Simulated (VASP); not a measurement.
Input of a VASP 6.6.1 run:

INCAR

```
ALGO = Fast ; EDIFF = 1E-7
ENCUT = 520 ; GGA = PS
ISIF = 2 ; ISMEAR = 0
LASPH = True ; LCHARG = True
LELF = True ; LREAL = False
LVHAR = True ; LWAVE = False
NBANDS = 18 ; NELM = 80
PREC = Accurate ; SIGMA = 0.15
```

The input KPOINTS:

```
k-points
0
Gamma
  12 12 12
```

POSCAR

```
Al3Cu
1.0
    3.9896626224      0.0000000000      0.0000000000
    0.0000000000      3.8923537780      0.0000000000
    0.0000000000      0.0000000000      3.8923537780
Al Cu
3 1
Direct
    0.0000000000      0.5000000000      0.5000000000
    0.5000000000      0.0000000000      0.5000000000
    0.5000000000      0.5000000000      0.0000000000
    0.0000000000      0.0000000000      0.0000000000
```

Potentials or basis: VASP PAW PBE potentials, release 64 (Al, Cu).

Command:

```sh
$ cat potpaw_PBE.64/Al/POTCAR potpaw_PBE.64/Cu/POTCAR > POTCAR
$ mpirun -np 1 vasp_std > vasp.out
```

Task: Predict the band gap on the k mesh.

Result: Zero (bands 10 and 11 overlap by 4.07 eV).

Task: What does it give for the pressure?

Result: -2.1 GPa.

Stress tensor (GPa, compression positive):
```
-4.22  0.00  0.00
 0.00 -0.98  0.00
 0.00  0.00 -0.98
```

Caveat: the cell differs from its parent crystal (strain +0.0250 x Voigt [1, 0, 0, 0, 0, 0]); the PAW data sets were made with another functional, which shifts forces and pressure a little.
